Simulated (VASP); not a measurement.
# Ge (P-3m1) in VASP: further runs, part 2 of 2

VASP 6.6.1.

## Step 3: Single point, PBE+D3(BJ)

This run uses another cell than the first one, of 29.27 Å³/atom.

INCAR

```
  PREC = Accurate
  ENCUT = 520
  EDIFF = 1E-7
  ISMEAR = 0
  SIGMA = 0.1
  LREAL = F
  LASPH = T
  NELM = 100
  ALGO = Normal
  ISIF = 2
  LWAVE = F
  LCHARG = F
  GGA = PE
  IVDW = 12
  NBANDS = 21
```

KPOINTS

```
Automatic mesh
0
Gamma
  6 6 4
```

POSCAR

```
Ge
1.0
    3.8707853500      0.0000000000      0.0000000000
   -1.9353926700      3.3521984400      0.0000000000
    0.0000000000      0.0000000000      4.5122813800
Ge
2
Direct
    0.6666666700      0.3333333300      0.1409798400
    0.3333333300      0.6666666700      0.8590201600
```

Potentials or basis: VASP PAW PBE potentials, release 64 (Ge_d).

Command:

```console
> cat potpaw_PBE.64/Ge_d/POTCAR > POTCAR
> mpirun -np 1 vasp_std > vasp.out
```

OUTCAR:

```text
PREC = Accurate
   ENCUT = 520
   EDIFF = 1E-7
   ISMEAR = 0
   LREAL = F
   LASPH = T
   NELM = 100
   ISIF = 2
   GGA = PE
   IVDW = 12
 IVDW          = 12

 ion  position               nearest neighbor table
   1  0.667  0.333  0.141-   2 2.57   2 2.57   2 2.57
   2  0.333  0.667  0.859-   1 2.57   1 2.57   1 2.57

  LATTYP: Found a hexagonal cell.
 ALAT       =     3.8707853500
 C/A-ratio  =     1.1657276165

  Lattice vectors:

 A1 = (   3.8707853500,   0.0000000000,   0.0000000000)
 A2 = (  -1.9353926700,   3.3521984400,   0.0000000000)
 A3 = (   0.0000000000,   0.0000000000,   4.5122813800)

Analysis of symmetry for initial positions (statically):
=====================================================================
 Subroutine PRICEL returns:
 Original cell was already a primitive cell.

 Routine SETGRP: Setting up the symmetry group for a
 hexagonal supercell.

 Subroutine GETGRP returns: Found 12 space group operations
 (whereof 12 operations were pure point group operations)
 out of a pool of 24 trial point group operations.

The static configuration has the point symmetry D_3d.

Analysis of symmetry for dynamics (positions and initial velocities):
=====================================================================
 Subroutine PRICEL returns:
 Original cell was already a primitive cell.

 Routine SETGRP: Setting up the symmetry group for a
 hexagonal supercell.

 Subroutine GETGRP returns: Found 12 space group operations
 (whereof 12 operations were pure point group operations)
 out of a pool of 24 trial point group operations.

The dynamic configuration has the point symmetry D_3d.

 Subroutine INISYM returns: Found 12 space group operations
 (whereof 12 operations are pure point group operations),
 and found     1 'primitive' translations

----------------------------------------------------------------------------------------

                                     Primitive cell

  volume of cell :      58.5497

  direct lattice vectors                    reciprocal lattice vectors
     3.870785350  0.000000000  0.000000000     0.258345506  0.149155847  0.000000000
    -1.935392670  3.352198440  0.000000000     0.000000000  0.298311695  0.000000000
     0.000000000  0.000000000  4.512281380     0.000000000  0.000000000  0.221617385

  length of vectors
     3.870785350  3.870785343  4.512281380     0.298311695  0.298311695  0.221617385

  position of ions in fractional coordinates (direct lattice)
     0.666666670  0.333333330  0.140979840
     0.333333330  0.666666670  0.859020160

  ion indices of the primitive-cell ions
   primitive index   ion index
                 1           1
                 2           2

----------------------------------------------------------------------------------------

 KPOINTS: Automatic mesh

Automatic generation of k-mesh.
 Grid dimensions read from file:
 generate k-points for:    6    6    4

 Generating k-lattice:

  Cartesian coordinates                     Fractional coordinates (reciprocal lattice)
     0.043057584  0.024859308  0.000000000     0.166666667  0.000000000  0.000000000
     0.000000000  0.049718616  0.000000000     0.000000000  0.166666667  0.000000000
     0.000000000  0.000000000  0.055404346     0.000000000  0.000000000  0.250000000

  Length of vectors
     0.049718616  0.049718616  0.055404346

  Shift w.r.t. Gamma in fractional coordinates (k-lattice)
     0.000000000  0.000000000  0.000000000

 Subroutine IBZKPT returns following result:
 ===========================================

 Found     24 irreducible k-points:

 Following reciprocal coordinates:
            Coordinates               Weight
  0.000000  0.000000  0.000000      1.000000
  0.166667 -0.000000  0.000000      6.000000
  0.333333  0.000000  0.000000      6.000000
  0.500000 -0.000000  0.000000      3.000000
  0.166667  0.166667  0.000000      6.000000
  0.333333  0.166667  0.000000     12.000000
[... 16 lines left out ...]
  0.333333  0.166667  0.500000     12.000000
  0.333333  0.333333  0.500000      2.000000
   k-points           NKPTS =     24   k-points in BZ     NKDIM =     24   number of bands    NBANDS=     21
   number of dos      NEDOS =    301   number of ions     NIONS =      2
   total plane-waves  NPLWV =  32400
   dimension x,y,z NGX =    30 NGY =   30 NGZ =   36
   dimension x,y,z NGXF=    60 NGYF=   60 NGZF=   72
   ions per type =               2
   NGX,Y,Z   is equivalent  to a cutoff of  12.88, 12.88, 13.26 a.u.
   NGXF,Y,Z  is equivalent  to a cutoff of  25.77, 25.77, 26.53 a.u.
 SYSTEM =  unknown system
   PREC   = accura    normal or accurate (medium, high low for compatibility)
   ISTART =      0    job   : 0-new  1-cont  2-samecut
   ICHARG =      2    charge: 1-file 2-atom 10-const
   ISPIN  =      1    spin polarized calculation?
   LNONCOLLINEAR =      F non collinear calculations
   LSORBIT =      F    spin-orbit coupling
   LASPH  =      T    aspherical Exc in radial PAW
   ENCUT  =  520.0 eV  38.22 Ry    6.18 a.u.   7.20  7.20  8.39*2*pi/ulx,y,z
   NELM   =    100;   NELMIN=  2; NELMDL= -5     # of ELM steps
   EDIFF  = 0.1E-06   stopping-criterion for ELM
   LREAL  =      F    real-space projection
   EDIFFG = 0.1E-05   stopping-criterion for IOM
   NSW    =      0    number of steps for IOM
   IBRION =     -1    ionic relax: 0-MD 1-quasi-New 2-CG
   NFREE  =      0    steps in history (QN), initial steepest desc. (CG)
   ISIF   =      2    stress and relaxation
   ISYM   =      2    0-nonsym 1-usesym 2-fastsym
   POTIM  = 0.5000    time-step for ionic-motion
   TEBEG  =    0.0;   TEEND  =   0.0 temperature during run
   PSTRESS=    0.0 pullay stress
   NELECT =      28.0000    total number of electrons
   NUPDOWN=      -1.0000    fix difference up-down
   EMIN   =  10.00;   EMAX   =-10.00  energy-range for DOS
   EFERMI =   0.00;   METHOD = LEGACY
   ISMEAR =     0;   SIGMA  =   0.10  broadening in eV -4-tet -1-fermi 0-gaus
   EFERMI_NEDOS =   21; number of points for ismear=-14 and -15
   IALGO  =     38    algorithm
   IMIX   =      4    mixing-type and parameters
     AMIX     =   0.40;   BMIX     =  1.00
     AMIX_MAG =   1.60;   BMIX_MAG =  1.00
  volume/ion in A,a.u.               =      29.27       197.56
  Fermi-wavevector in a.u.,A,eV,Ry     =   1.280224  2.419272 22.299576  1.638973
  Thomas-Fermi vector in A             =   2.412664
   LORBIT       =      0    0 simple, 1 ext, 2 COOP (PROOUT), +10 PAW based schemes
   GGA     = PE    functional components
   LHFCALC =     F    Hartree Fock is set to
   AEXX    =    0.0000 exact exchange contribution
   IVDW    =    12    specifies the selected vdW correction
   LEPSILON=     F    determine dielectric tensor
   LRPA    =     F    only Hartree local field effects (RPA)
 non-spin polarized calculation
 Gauss-broadening in eV      SIGMA  =   0.10
  energy-cutoff  :      520.00
  volume of cell :       58.55
 maximum number of plane-waves:      1590
 NGX is ok and might be reduce to    30
   NGX = 15   NGY = 15   NGZ = 17

 number of electron      27.9999962 magnetization

 Free energy of the ion-electron system (eV)
  ---------------------------------------------------
  ext. energy  EPLUGINS =         0.00000000
  ---------------------------------------------------
  free energy    TOTEN  =        -7.82445890 eV

  energy without entropy =       -7.82279508  energy(sigma->0) =       -7.82362699

 E-fermi :   2.4766     XC(G=0):  -8.8949

 val. band max:        2.3675354760   @ k =   0.1667  -0.0000   0.0000
 cond. band min:       2.6263905297   @ k =  -0.1667   0.5000   0.2500
 fundamental gap:      0.2588550537
 Fermi energy:         2.4766250584

 k-point     1 :       0.0000    0.0000    0.0000
  band No.  band energies     occupation
      1     -21.9390      2.00000
      2     -21.9390      2.00000
      3     -21.8787      2.00000
      4     -21.8534      2.00000
      5     -21.8534      2.00000
      6     -21.7983      2.00000
[... 13 lines left out ...]
     20      13.2240      0.00000
     21      13.3808      0.00000
[... 529 lines left out ...]
 k-point    24 :       0.3333    0.3333    0.5000
  band No.  band energies     occupation
      1     -21.9278      2.00000
      2     -21.8721      2.00000
      3     -21.8721      2.00000
      4     -21.8186      2.00000
      5     -21.8007      2.00000
      6     -21.8007      2.00000
[... 13 lines left out ...]
     20      13.3268      0.00000
     21      13.3268      0.00000

------------------------ aborting loop because EDIFF is reached ----------------------------------------

 Edisp (eV)   -0.57063

 E8    (eV) :    -0.2534

  FORCE on cell =-STRESS in cart. coord.  units (eV):
  Direction    XX          YY          ZZ          XY          YZ          ZX
  --------------------------------------------------------------------------------------
  -------------------------------------------------------------------------------------
  Total      -1.35520    -1.35520    -2.34396    -0.00000     0.00000    -0.00000
  in kB     -37.08413   -37.08413   -64.14090    -0.00000     0.00000    -0.00000
  external pressure =      -46.10 kB  Pullay stress =        0.00 kB

 VOLUME and BASIS-vectors are now :
 -----------------------------------------------------------------------------
  energy-cutoff  :      520.00
  volume of cell :       58.55
      direct lattice vectors                 reciprocal lattice vectors
     3.870785350  0.000000000  0.000000000     0.258345506  0.149155847  0.000000000
    -1.935392670  3.352198440  0.000000000     0.000000000  0.298311695  0.000000000
     0.000000000  0.000000000  4.512281380     0.000000000  0.000000000  0.221617385

 POSITION                                       TOTAL-FORCE (eV/Angst)
 -----------------------------------------------------------------------------------
      1.93539      1.11740      0.63614        -0.000000     -0.000000     -0.521184
     -0.00000      2.23480      3.87614         0.000000      0.000000      0.521184
 -----------------------------------------------------------------------------------
    total drift:                               -0.000000      0.000000      0.000000

  FREE ENERGIE OF THE ION-ELECTRON SYSTEM (eV)
  ---------------------------------------------------
  free  energy   TOTEN  =        -8.3950886378 eV

  energy  without entropy=       -8.3934248095  energy(sigma->0) =       -8.39425672
```

OSZICAR:

```text
N       E                     dE             d eps       ncg     rms          rms(c)
DAV:   1     0.203539575213E+03    0.20354E+03   -0.14932E+04  1093   0.327E+03
DAV:   2     0.227947768951E+02   -0.18074E+03   -0.17542E+03  1018   0.634E+02
DAV:   3    -0.678916712062E+01   -0.29584E+02   -0.29435E+02  1178   0.148E+02
DAV:   4    -0.788239125747E+01   -0.10932E+01   -0.10928E+01  1108   0.334E+01
DAV:   5    -0.790301277370E+01   -0.20622E-01   -0.20621E-01  1173   0.513E+00    0.205E+00
DAV:   6    -0.783986552147E+01    0.63147E-01   -0.64103E-02  1259   0.224E+00    0.114E+00
DAV:   7    -0.782345800537E+01    0.16408E-01   -0.71099E-02  1328   0.222E+00    0.226E-01
DAV:   8    -0.782438865191E+01   -0.93065E-03   -0.93032E-03  1153   0.834E-01    0.762E-02
DAV:   9    -0.782444292893E+01   -0.54277E-04   -0.51856E-04  1307   0.205E-01    0.302E-02
DAV:  10    -0.782445146789E+01   -0.85390E-05   -0.66370E-05  1204   0.108E-01    0.124E-02
DAV:  11    -0.782445854363E+01   -0.70757E-05   -0.99221E-06  1121   0.227E-02    0.507E-03
DAV:  12    -0.782445881402E+01   -0.27039E-06   -0.68685E-07  1257   0.128E-02    0.294E-03
DAV:  13    -0.782445890488E+01   -0.90858E-07   -0.40304E-07   886   0.392E-03
   1 F= -.83950886E+01 E0= -.83942567E+01  d E =-.166383E-02
```

stdout:

```text
POSCAR found type information on POSCAR Ge
 POSCAR found :  1 types and       2 ions
 scaLAPACK will be used
 LDA part: xc-table for (Slater+PW92), standard interpolation
 POSCAR, INCAR and KPOINTS ok, starting setup
 FFT: planning ... GRIDC
 FFT: planning ... GRID_SOFT
 FFT: planning ... GRID
 WAVECAR not read
 entering main loop
```

It took 33 s on 1 thread of Intel Xeon Platinum 8488C (Sapphire Rapids), shared host; peak memory 0.19 GiB.

Results:

| Quantity | Value |
| --- | --- |
| Free energy | -8.3951 eV |
| Pressure | -4.6 GPa |
| Largest force | 0.521 eV/Å |
| Band gap on the k mesh | zero (bands 14 and 15 overlap by 2.62 eV) |
| Dispersion energy per atom | -0.285 eV |

Forces on the atoms (eV/Å):
```
Ge   0.000  0.000 -0.521
Ge   0.000  0.000  0.521
```

Levels at points of the mesh, in eV from the Fermi level:
```csv
k point,band 11,band 12,band 13,band 14,band 15,band 16,band 17,band 18
"(0.00, 0.00, 0.00)",-11.01,-3.75,-0.38,0.83,0.83,3.11,4.33,4.33
"(0.50, 0.00, 0.00)",-8.77,-6.98,-0.95,-0.93,0.59,2.51,3.69,5.64
"(0.00, 0.00, 0.50)",-10.65,-5.77,1.10,1.10,2.45,3.37,4.38,4.38
"(0.50, 0.00, 0.50)",-8.45,-6.74,-2.69,-1.05,-0.59,2.85,4.79,5.35
```

Caveat: the cell stands under tension.

## Step 4: Single point, PBE+D3(BJ)

This run uses another cell than the first one, of 24.04 Å³/atom.

INCAR

```
PREC = Accurate ; ENCUT = 520
EDIFF = 1E-6 ; ISMEAR = 0
SIGMA = 0.1 ; LREAL = False
LASPH = True ; NELM = 100
ALGO = Normal ; ISIF = 2
LWAVE = False ; LCHARG = True
GGA = PE ; IVDW = 12
LELF = True ; LVHAR = True
NBANDS = 21
```

KPOINTS

```
regular mesh
0
Gamma
  6 6 6
```

POSCAR

```
Ge
1.0
    4.1006093387      0.0000000000      0.0000000000
   -2.0503046694      3.5512318583      0.0000000000
    0.0000000000      0.0000000000      3.3015359317
Ge
2
Direct
    0.6666666667      0.3333333333      0.1483463282
    0.3333333333      0.6666666667      0.8516536718
```

Potentials or basis: VASP PAW PBE potentials, release 64 (Ge_d).

Command:

```console
> cat potpaw_PBE.64/Ge_d/POTCAR > POTCAR
> mpirun -np 1 vasp_std > vasp.out
```

OUTCAR:

```text
PREC = Accurate
   ENCUT = 520
   EDIFF = 1E-6
   ISMEAR = 0
   LREAL = False
   LASPH = True
   NELM = 100
   ISIF = 2
   GGA = PE
   IVDW = 12
 IVDW          = 12

 ion  position               nearest neighbor table
   1  0.667  0.333  0.148-   2 2.56   2 2.56   2 2.56
   2  0.333  0.667  0.852-   1 2.56   1 2.56   1 2.56

  LATTYP: Found a hexagonal cell.
 ALAT       =     4.1006093387
 C/A-ratio  =     0.8051330080

  Lattice vectors:

 A1 = (   4.1006093387,   0.0000000000,   0.0000000000)
[... 763 lines left out ...]

 Edisp (eV)   -0.62421

 E8    (eV) :    -0.2768

  FORCE on cell =-STRESS in cart. coord.  units (eV):
  Direction    XX          YY          ZZ          XY          YZ          ZX
  --------------------------------------------------------------------------------------
  -------------------------------------------------------------------------------------
  Total       0.08105     0.08105    -0.02161    -0.00000    -0.00000     0.00000
  in kB       2.70109     2.70109    -0.72023    -0.00000    -0.00000     0.00000
  external pressure =        1.56 kB  Pullay stress =        0.00 kB

 VOLUME and BASIS-vectors are now :
 -----------------------------------------------------------------------------
  energy-cutoff  :      520.00
  volume of cell :       48.08
      direct lattice vectors                 reciprocal lattice vectors
     4.100609339  0.000000000  0.000000000     0.243866196  0.140796214  0.000000000
    -2.050304669  3.551231858  0.000000000     0.000000000  0.281592428  0.000000000
     0.000000000  0.000000000  3.301535932     0.000000000  0.000000000  0.302889328

 POSITION                                       TOTAL-FORCE (eV/Angst)
 -----------------------------------------------------------------------------------
      2.05030      1.18374      0.48977        -0.000000      0.000000      0.013866
     -0.00000      2.36749      2.81177         0.000000      0.000000     -0.013866
 -----------------------------------------------------------------------------------
    total drift:                               -0.000000      0.000000     -0.000000

  FREE ENERGIE OF THE ION-ELECTRON SYSTEM (eV)
  ---------------------------------------------------
  free  energy   TOTEN  =        -9.0245594741 eV

  energy  without entropy=       -9.0201554075  energy(sigma->0) =       -9.02235744
```

OSZICAR:

```text
N       E                     dE             d eps       ncg     rms          rms(c)
DAV:   1     0.187576693306E+03    0.18758E+03   -0.14675E+04  1599   0.352E+03
DAV:   2     0.190786862972E+02   -0.16850E+03   -0.16341E+03  1438   0.597E+02
DAV:   3    -0.754004132204E+01   -0.26619E+02   -0.26414E+02  1643   0.141E+02
DAV:   4    -0.842094190848E+01   -0.88090E+00   -0.88023E+00  1583   0.300E+01
DAV:   5    -0.843569435053E+01   -0.14752E-01   -0.14752E-01  1618   0.435E+00    0.218E+00
DAV:   6    -0.841110611964E+01    0.24588E-01   -0.17497E-02  1927   0.207E+00    0.127E+00
DAV:   7    -0.839983666419E+01    0.11269E-01   -0.29311E-02  1892   0.241E+00    0.124E-01
DAV:   8    -0.840034421541E+01   -0.50755E-03   -0.80577E-03  1681   0.123E+00    0.407E-02
DAV:   9    -0.840032927665E+01    0.14939E-04   -0.39067E-04  1795   0.321E-01    0.230E-02
DAV:  10    -0.840034990859E+01   -0.20632E-04   -0.34710E-05  1698   0.562E-02    0.781E-03
DAV:  11    -0.840035424744E+01   -0.43389E-05   -0.65987E-06  1281   0.172E-02    0.143E-03
DAV:  12    -0.840035435178E+01   -0.10434E-06   -0.46727E-07  1150   0.633E-03
   1 F= -.90245595E+01 E0= -.90223574E+01  d E =-.440407E-02
```

stdout:

```text
POSCAR found type information on POSCAR Ge
 POSCAR found :  1 types and       2 ions
 scaLAPACK will be used
 LDA part: xc-table for (Slater+PW92), standard interpolation
 POSCAR, INCAR and KPOINTS ok, starting setup
 FFT: planning ... GRIDC
 FFT: planning ... GRID_SOFT
 FFT: planning ... GRID
 WAVECAR not read
 entering main loop
```

It took 26 s on 1 thread of Intel Xeon Platinum 8488C (Sapphire Rapids), shared host; peak memory 0.18 GiB.

Results:

- Free energy: -9.0246 eV
- Pressure: 0.2 GPa
- Largest force: 0.014 eV/Å
- Band gap on the k mesh: zero (bands 14 and 15 overlap by 5.51 eV)
- Dispersion energy per atom: -0.312 eV

Forces on the atoms (eV/Å):
```
Ge   0.000  0.000  0.014
Ge   0.000  0.000 -0.014
```

## Step 5: The runs side by side

```tsv
cell	k mesh	gap on the mesh (eV)	pressure (GPa)	largest force (eV/Å)
a = 4.082, b = 4.082, c = 3.303 Å, angles 90.0, 90.0, 120.0°, 2 atoms, atomic positions A	6 × 6 × 4	none	0.1	-
a = 3.871, b = 3.871, c = 4.512 Å, angles 90.0, 90.0, 120.0°, 2 atoms, atomic positions B	6 × 6 × 4	none	-4.6	0.52
a = 4.101, b = 4.101, c = 3.302 Å, angles 90.0, 90.0, 120.0°, 2 atoms, atomic positions A	6 × 6 × 6	none	0.2	0.01
```

Alike in all rows: task single point; level PBE+D3(BJ); potentials or basis VASP PAW PBE potentials, release 64 (Ge_d); no spin polarisation; cutoff (eV) 520; smearing gaussian 0.1 eV.

Caveats: some runs use coarse meshes; the cell stands under tension (at least some runs).

Absolute energies hang on the potentials; compare differences alone.
